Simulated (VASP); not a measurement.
A run of VASP 6.6.1 is set up as follows.

The input INCAR:

```
PREC = Accurate
ENCUT = 520
EDIFF = 1E-7
ISMEAR = 0
SIGMA = 0.1
LREAL = F
LASPH = T
NELM = 100
ALGO = Normal
ISIF = 2
LWAVE = F
LCHARG = F
GGA = PS
NBANDS = 25
```

KPOINTS

```
regular mesh
0
Gamma
  16 16 8
```

The input POSCAR:

```
CuO
1.0
    2.0443484968     -2.0423153521      0.1596152581
    2.0443484968      2.0423153521      0.1596152581
   -0.3973116670      0.0000000000      5.0765003258
Cu O
2 2
Direct
    0.0000000000      0.5000000000      0.0000000000
    0.5000000000      0.0000000000      0.5000000000
    0.5000398670      0.4999601330      0.2500000000
    0.4999601330      0.5000398670      0.7500000000
```

Potentials or basis: VASP PAW PBE potentials, release 64 (Cu, O).

Run with:

```sh
$ cat potpaw_PBE.64/Cu/POTCAR potpaw_PBE.64/O/POTCAR > POTCAR
$ mpirun -np 1 vasp_std > vasp.out
```

Predict the pressure.

0.8 GPa.

What does it give for the band gap on the k mesh?

Zero (band 17 reaches 5.92 eV, above the bottom of band 18 at 4.71 eV).

Stress tensor (GPa, compression positive):
```
 0.60  0.00 -0.03
 0.00  0.65  0.00
-0.03  0.00  1.07
```

Caveat: the PAW data sets were made with another functional, which shifts forces and pressure a little; semilocal functionals often make such compounds metallic where correlation or magnetic order opens a gap, which also shifts bond lengths. With open d or f shells a metallic result of PBEsol can be an artefact of self-interaction; +U or a hybrid may open a gap.
